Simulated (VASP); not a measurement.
Runs of VASP 6.6.1 on ScZn. The structure is that of space group Pm-3m (No. 221), or close to it. The cells are those of the table. 

| cell | gap on the mesh (eV) | pressure (GPa) |
| --- | --- | --- |
| a = 3.394 Å, 2 atoms | none | -8.4 |
| a = 3.437 Å, 2 atoms | none | (a) |
| a = 3.350 Å, 2 atoms | none | -6.2 |
| a = 3.210 Å, 2 atoms | none | (b) |
| a = 3.479 Å, 2 atoms | none | -11.6 |

Alike in all rows: task single point; level LDA; potentials or basis VASP PAW LDA potentials, release 64 (Sc_sv, Zn); no spin polarisation; k mesh 7 × 7 × 7; cutoff (eV) 520; smearing fermi-dirac 0.15 eV.

Q: Fill in the values left out.

A: (a) -10.2; (b) 4.8.

Caveats: the cell stands under tension (at least some runs); the cell stands under pressure (at least some runs).

A gap of «none» marks levels without a gap at the run's occupations.
